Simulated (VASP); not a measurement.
GaN, 4 atoms in the cell. Symmetry: P6_3mc, No. 186, hexagonal system. Conventional cell: a = 3.190 Å, b = 3.190 Å, c = 5.186 Å, α = 90.00°, β = 90.00°, γ = 120.00°. Ga (site symmetry 3m) has 4 N at 1.95 to 1.96 Å within 2.6 Å. Within 2.6 Å of N (site symmetry 3m) lie 4 Ga at 1.95 to 1.96 Å. 

```yaml
Program: VASP 6.6.1
Task: single point
Functional: PBE
Potentials_or_basis: VASP PAW PBE potentials, release 64 (Ga_d, N)
Cutoff: 600 eV
k_mesh: 4 × 4 × 3
Occupations: gaussian, width 0.01 eV
Spin: no spin polarisation
Dipole_correction: no
Further_INCAR_settings: ALGO = Normal; EDIFF = 1e-06; NBANDS = 26
```

Potentials or basis: VASP PAW PBE potentials, release 64 (Ga_d, N).

Run with:

```bash
$ cat potpaw_PBE.64/Ga_d/POTCAR potpaw_PBE.64/N/POTCAR > POTCAR
$ mpirun -np 1 vasp_std > vasp.out
```

Hardware: 1 thread of Intel Xeon 8259CL (shared host).

Question: How long does it take, and how much memory?

Answer: It took 30 s on 1 thread of Intel Xeon 8259CL (shared host), peak memory 0.17 GiB. Counts: scf iterations 15, k points 8.
